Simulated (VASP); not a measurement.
# Al6W (P-62m) in VASP: single point with PBE

Aim: the single point of Al6W with PBE.

Everything below comes from runs of VASP 6.6.1. Logs are shortened: lines on timing, memory, paths and dates and some standing lists are left out, and cuts for length are marked.

**1. The cell of the first run**

Symmetry: P-62m, No. 189, hexagonal system. The conventional cell has a = 7.603 Å, b = 7.603 Å, c = 4.607 Å, α = 90.00°, β = 90.00°, γ = 120.00°. Al (site symmetry -6) has 3 Al at 2.59 Å within 3.4 Å. Al (site symmetry m2m) has 3 Al at 2.44 to 2.59 Å within 3.2 Å. Al (site symmetry -62m) has 2 W at 2.30 Å and 3 Al at 2.44 Å within 3.0 Å. Within 3.0 Å of W (site symmetry -62m) lie 2 Al at 2.30 Å.

The cell was built from a structure type or drawn by symmetry, and may not be a known phase.

**2. Single point, PBE**

The input, INCAR:

```
ALGO = Normal
EDIFF = 1E-6
ENCUT = 500
GGA = PE
GGA_COMPAT = F
ISIF = 2
ISMEAR = 0
LASPH = T
LCHARG = F
LREAL = F
LWAVE = F
NBANDS = 25
NELM = 120
PREC = Accurate
SIGMA = 0.2
```

The input, KPOINTS:

```
k-points
0
Gamma
  3 3 4
```

The input, POSCAR:

```
Al6W
1.0
    7.6027955228     -0.0000000039      0.0000000000
   -3.8013977580      6.5842140645      0.0000000000
    0.0000000000      0.0000000000      4.6074449282
Al W
6 1
Direct
    0.3333333333      0.6666666667      0.5000000000
    0.6666666667      0.3333333333      0.5000000000
    0.3203197073      0.0000000000      0.5000000000
    0.0000000000      0.3203197073      0.5000000000
    0.6796802927      0.6796802927      0.5000000000
    0.0000000000      0.0000000000      0.5000000000
    0.0000000000      0.0000000000      0.0000000000
```

Potentials or basis: VASP PAW PBE potentials, release 64 (Al, W_sv).

Started as:

```console
cat potpaw_PBE.64/Al/POTCAR potpaw_PBE.64/W_sv/POTCAR > POTCAR
mpirun -np 1 vasp_std > vasp.out
```

OUTCAR:

```text
EDIFF = 1E-6
   ENCUT = 500
   GGA = PE
   ISIF = 2
   ISMEAR = 0
   LASPH = T
   LREAL = F
   NELM = 120
   PREC = Accurate

 ion  position               nearest neighbor table
   1  0.333  0.667  0.500-   3 2.59   4 2.59   5 2.59
   2  0.667  0.333  0.500-   4 2.59   3 2.59   5 2.59
   3  0.320  0.000  0.500-   6 2.44   1 2.59   2 2.59   7 3.35   7 3.35
   4  0.000  0.320  0.500-   6 2.44   2 2.59   1 2.59   7 3.35   7 3.35
   5  0.680  0.680  0.500-   6 2.44   1 2.59   2 2.59   7 3.35   7 3.35
   6  0.000  0.000  0.500-   7 2.30   7 2.30   3 2.44   4 2.44   5 2.44
   7  0.000  0.000  0.000-   6 2.30   6 2.30   3 3.35   3 3.35   4 3.35   4 3.35   5 3.35   5 3.35

  LATTYP: Found a hexagonal cell.
 ALAT       =     7.6027955228
 C/A-ratio  =     0.6060198403

  Lattice vectors:

 A1 = (   7.6027955228,  -0.0000000039,   0.0000000000)
 A2 = (  -3.8013977580,   6.5842140645,   0.0000000000)
 A3 = (   0.0000000000,   0.0000000000,   4.6074449282)

Analysis of symmetry for initial positions (statically):
=====================================================================
 Subroutine PRICEL returns:
 Original cell was already a primitive cell.

 Routine SETGRP: Setting up the symmetry group for a
 hexagonal supercell.

 Subroutine GETGRP returns: Found 12 space group operations
 (whereof 12 operations were pure point group operations)
 out of a pool of 24 trial point group operations.

The static configuration has the point symmetry D_3h.

Analysis of symmetry for dynamics (positions and initial velocities):
=====================================================================
 Subroutine PRICEL returns:
 Original cell was already a primitive cell.

 Routine SETGRP: Setting up the symmetry group for a
 hexagonal supercell.

 Subroutine GETGRP returns: Found 12 space group operations
 (whereof 12 operations were pure point group operations)
 out of a pool of 24 trial point group operations.

The dynamic configuration has the point symmetry D_3h.

 Subroutine INISYM returns: Found 12 space group operations
 (whereof 12 operations are pure point group operations),
 and found     1 'primitive' translations

----------------------------------------------------------------------------------------

                                     Primitive cell

  volume of cell :     230.6415

  direct lattice vectors                    reciprocal lattice vectors
     7.602795523 -0.000000004  0.000000000     0.131530566  0.075939208  0.000000000
    -3.801397758  6.584214065  0.000000000     0.000000000  0.151878416  0.000000000
     0.000000000  0.000000000  4.607444928     0.000000000  0.000000000  0.217040033

  length of vectors
     7.602795523  7.602795523  4.607444928     0.151878416  0.151878416  0.217040033

  position of ions in fractional coordinates (direct lattice)
     0.333333333  0.666666667  0.500000000
     0.666666667  0.333333333  0.500000000
     0.320319707  0.000000000  0.500000000
     0.000000000  0.320319707  0.500000000
     0.679680293  0.679680293  0.500000000
     0.000000000  0.000000000  0.500000000
     0.000000000  0.000000000  0.000000000

  ion indices of the primitive-cell ions
   primitive index   ion index
                 1           1
                 2           2
                 3           3
                 4           4
                 5           5
                 6           6
                 7           7

----------------------------------------------------------------------------------------

 KPOINTS: k-points

Automatic generation of k-mesh.
 Grid dimensions read from file:
 generate k-points for:    3    3    4

 Generating k-lattice:

  Cartesian coordinates                     Fractional coordinates (reciprocal lattice)
     0.043843522  0.025313069  0.000000000     0.333333333  0.000000000  0.000000000
     0.000000000  0.050626139  0.000000000     0.000000000  0.333333333  0.000000000
     0.000000000  0.000000000  0.054260008     0.000000000  0.000000000  0.250000000

  Length of vectors
     0.050626139  0.050626139  0.054260008

  Shift w.r.t. Gamma in fractional coordinates (k-lattice)
     0.000000000  0.000000000  0.000000000

 Subroutine IBZKPT returns following result:
 ===========================================

 Found      9 irreducible k-points:

 Following reciprocal coordinates:
            Coordinates               Weight
  0.000000  0.000000  0.000000      1.000000
  0.333333 -0.000000  0.000000      6.000000
  0.333333  0.333333  0.000000      2.000000
  0.000000  0.000000  0.250000      2.000000
  0.333333 -0.000000  0.250000     12.000000
  0.333333  0.333333  0.250000      4.000000
  0.000000  0.000000  0.500000      1.000000
  0.333333 -0.000000  0.500000      6.000000
  0.333333  0.333333  0.500000      2.000000
   k-points           NKPTS =      9   k-points in BZ     NKDIM =      9   number of bands    NBANDS=     25
   number of dos      NEDOS =    301   number of ions     NIONS =      7
   total plane-waves  NPLWV = 112896
   dimension x,y,z NGX =    56 NGY =   56 NGZ =   36
   dimension x,y,z NGXF=   112 NGYF=  112 NGZF=   72
   ions per type =               6   1
   NGX,Y,Z   is equivalent  to a cutoff of  12.25, 12.25, 12.99 a.u.
   NGXF,Y,Z  is equivalent  to a cutoff of  24.49, 24.49, 25.98 a.u.
 SYSTEM =  unknown system
   PREC   = accura    normal or accurate (medium, high low for compatibility)
   ISTART =      0    job   : 0-new  1-cont  2-samecut
   ICHARG =      2    charge: 1-file 2-atom 10-const
   ISPIN  =      1    spin polarized calculation?
   LNONCOLLINEAR =      F non collinear calculations
   LSORBIT =      F    spin-orbit coupling
   LASPH  =      T    aspherical Exc in radial PAW
   ENCUT  =  500.0 eV  36.75 Ry    6.06 a.u.  13.86 13.86  8.40*2*pi/ulx,y,z
   NELM   =    120;   NELMIN=  2; NELMDL= -5     # of ELM steps
   EDIFF  = 0.1E-05   stopping-criterion for ELM
   LREAL  =      F    real-space projection
   EDIFFG = 0.1E-04   stopping-criterion for IOM
   NSW    =      0    number of steps for IOM
   IBRION =     -1    ionic relax: 0-MD 1-quasi-New 2-CG
   NFREE  =      0    steps in history (QN), initial steepest desc. (CG)
   ISIF   =      2    stress and relaxation
   ISYM   =      2    0-nonsym 1-usesym 2-fastsym
   POTIM  = 0.5000    time-step for ionic-motion
   TEBEG  =    0.0;   TEEND  =   0.0 temperature during run
   PSTRESS=    0.0 pullay stress
   NELECT =      32.0000    total number of electrons
   NUPDOWN=      -1.0000    fix difference up-down
   EMIN   =  10.00;   EMAX   =-10.00  energy-range for DOS
   EFERMI =   0.00;   METHOD = LEGACY
   ISMEAR =     0;   SIGMA  =   0.20  broadening in eV -4-tet -1-fermi 0-gaus
   EFERMI_NEDOS =   21; number of points for ismear=-14 and -15
   IALGO  =     38    algorithm
   IMIX   =      4    mixing-type and parameters
     AMIX     =   0.40;   BMIX     =  1.00
     AMIX_MAG =   1.60;   BMIX_MAG =  1.00
  volume/ion in A,a.u.               =      32.95       222.35
  Fermi-wavevector in a.u.,A,eV,Ry     =   0.847512  1.601565  9.772739  0.718276
  Thomas-Fermi vector in A             =   1.963029
   LORBIT       =      0    0 simple, 1 ext, 2 COOP (PROOUT), +10 PAW based schemes
   GGA     = PE    functional components
   LHFCALC =     F    Hartree Fock is set to
   AEXX    =    0.0000 exact exchange contribution
   IVDW    =     0    specifies the selected vdW correction
   LEPSILON=     F    determine dielectric tensor
   LRPA    =     F    only Hartree local field effects (RPA)
 non-spin polarized calculation
 Gauss-broadening in eV      SIGMA  =   0.20
  energy-cutoff  :      500.00
  volume of cell :      230.64
 maximum number of plane-waves:      5897
 NGX is ok and might be reduce to    56
   NGX = 27   NGY = 27   NGZ = 17

 number of electron      32.0000004 magnetization

 Free energy of the ion-electron system (eV)
  ---------------------------------------------------
  ext. energy  EPLUGINS =         0.00000000
  ---------------------------------------------------
  free energy    TOTEN  =       -24.72521922 eV

  energy without entropy =      -24.57979727  energy(sigma->0) =      -24.65250824

 E-fermi :   1.8209     XC(G=0):  -7.5888

 val. band max:        1.8102930458   @ k =   0.3333  -0.0000   0.2500
 cond. band min:       1.8513929155   @ k =   0.3333  -0.0000   0.5000
 fundamental gap:      0.0410998697
 Fermi energy:         1.8209492657

 k-point     1 :       0.0000    0.0000    0.0000
  band No.  band energies     occupation
      1     -71.8566      2.00000
      2     -36.2243      2.00000
      3     -36.2243      2.00000
      4     -35.7900      2.00000
      5      -5.7461      2.00000
      6      -3.5603      2.00000
[... 17 lines left out ...]
     24       5.5197      0.00000
     25       6.0635      0.00000

 k-point     2 :       0.3333   -0.0000    0.0000
  band No.  band energies     occupation
      1     -71.8566      2.00000
      2     -36.2243      2.00000
      3     -36.2243      2.00000
      4     -35.7900      2.00000
      5      -5.5296      2.00000
      6      -4.1627      2.00000
[... 17 lines left out ...]
     24       5.8366      0.00000
     25       5.8869      0.00000

 k-point     3 :       0.3333    0.3333    0.0000
  band No.  band energies     occupation
      1     -71.8566      2.00000
      2     -36.2243      2.00000
      3     -36.2243      2.00000
      4     -35.7900      2.00000
      5      -5.3755      2.00000
      6      -4.1228      2.00000
[... 132 lines left out ...]
 k-point     8 :       0.3333   -0.0000    0.5000
  band No.  band energies     occupation
      1     -71.8562      2.00000
      2     -36.2243      2.00000
      3     -36.2243      2.00000
      4     -35.8020      2.00000
      5      -4.5675      2.00000
      6      -3.6284      2.00000
[... 17 lines left out ...]
     24       5.4142      0.00000
     25       5.6990      0.00000

 k-point     9 :       0.3333    0.3333    0.5000
  band No.  band energies     occupation
      1     -71.8562      2.00000
      2     -36.2243      2.00000
      3     -36.2243      2.00000
      4     -35.8020      2.00000
      5      -4.1116      2.00000
      6      -3.8301      2.00000
[... 17 lines left out ...]
     24       4.6939      0.00000
     25       4.9119      0.00000

------------------------ aborting loop because EDIFF is reached ----------------------------------------

  FORCE on cell =-STRESS in cart. coord.  units (eV):
  Direction    XX          YY          ZZ          XY          YZ          ZX
  --------------------------------------------------------------------------------------
  -------------------------------------------------------------------------------------
  Total        0.9025565      0.9025565      0.5576361      0.0000000      0.0000000      0.0000000
  in kB        6.2697116      6.2697116      3.8736832      0.0000000      0.0000000      0.0000000
  external PRESSURE =       5.4710355 kB  Pullay stress =       0.0000000 kB

 VOLUME and BASIS-vectors are now :
 -----------------------------------------------------------------------------
  energy-cutoff  :      500.00
  volume of cell :      230.64
      direct lattice vectors                 reciprocal lattice vectors
     7.602795523 -0.000000004  0.000000000     0.131530566  0.075939208  0.000000000
    -3.801397758  6.584214065  0.000000000     0.000000000  0.151878416  0.000000000
     0.000000000  0.000000000  4.607444928     0.000000000  0.000000000  0.217040033

 POSITION                                       TOTAL-FORCE (eV/Angst)
 -----------------------------------------------------------------------------------
      0.00000      4.38948      2.30372        -0.000000      0.000000     -0.000000
      3.80140      2.19474      2.30372        -0.000000      0.000000     -0.000000
      2.43533     -0.00000      2.30372         0.007168     -0.000000     -0.000000
     -1.21766      2.10905      2.30372        -0.003584      0.006207     -0.000000
      2.58374      4.47516      2.30372        -0.003584     -0.006207      0.000000
      0.00000      0.00000      2.30372        -0.000000      0.000000     -0.000000
      0.00000      0.00000      0.00000         0.000000      0.000000     -0.000000
 -----------------------------------------------------------------------------------
    total drift:                               -0.000001     -0.000001      0.000000

  FREE ENERGIE OF THE ION-ELECTRON SYSTEM (eV)
  ---------------------------------------------------
  free  energy   TOTEN  =       -24.7252192158 eV

  energy  without entropy=      -24.5797972695  energy(sigma->0) =      -24.65250824
```

It took 32 s on 1 thread of Intel Xeon 6975P-C (Granite Rapids), shared host; peak memory 0.33 GiB.

What came out:

```
Free energy            : -24.7252 eV
Pressure               : 0.5 GPa
Largest force          : 0.007 eV/Å
Band gap on the k mesh : zero (bands 16 and 17 overlap by 0.28 eV)
```

Forces in eV/Å, atoms in the order of the input:
```
Al   0.000  0.000  0.000
Al   0.000  0.000  0.000
Al   0.007  0.000  0.000
Al  -0.004  0.006  0.000
Al  -0.004 -0.006  0.000
Al   0.000  0.000  0.000
W    0.000  0.000  0.000
```

Stress tensor (GPa, compression positive):
```
0.63 0.00 0.00
0.00 0.63 0.00
0.00 0.00 0.39
```

Caveat: spin-orbit coupling is left out, which moves the levels of the heavy elements.
